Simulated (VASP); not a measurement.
A run of VASP 6.6.1 is set up as follows.

Contents of INCAR:

```
PREC     = Accurate       # precision mode
ENCUT    = 520            # plane-wave cutoff, eV
EDIFF    = 1E-6           # SCF threshold, eV
ISMEAR   = 0              # smearing method
SIGMA    = 0.05           # smearing width, eV
LREAL    = F              # projectors in reciprocal space
LASPH    = T              # aspherical terms in the spheres
NELM     = 80             # most SCF steps
ALGO     = Normal         # electronic algorithm
ISIF     = 2              # what is computed and relaxed
LWAVE    = F              # write WAVECAR
LCHARG   = T              # write CHGCAR
GGA      = PE             # functional
LELF     = T              # ELF
LVHAR    = T            
NBANDS   = 14             # bands
```

KPOINTS

```
Automatic mesh
0
Gamma
  10 10 10
```

POSCAR

```
NaI
1.0
    0.0000000000      3.2645370669      3.2645370669
    3.2645370669      0.0000000000      3.2645370669
    3.2645370669      3.2645370669      0.0000000000
Na I
1 1
Direct
    0.0000000000      0.0000000000      0.0000000000
    0.5000000000      0.5000000000      0.5000000000
```

Potentials or basis: VASP PAW PBE potentials, release 64 (Na_pv, I).

The run is started by

```console
$ cat potpaw_PBE.64/Na_pv/POTCAR potpaw_PBE.64/I/POTCAR > POTCAR
$ mpirun -np 1 vasp_std > vasp.out
```

(1) Estimate the band gap on the k mesh.

(2) Predict the pressure.

Results:

(1) 3.57 eV.

(2) 0.0 GPa.

Caveat: spin-orbit coupling is left out, which moves the levels of the heavy elements.
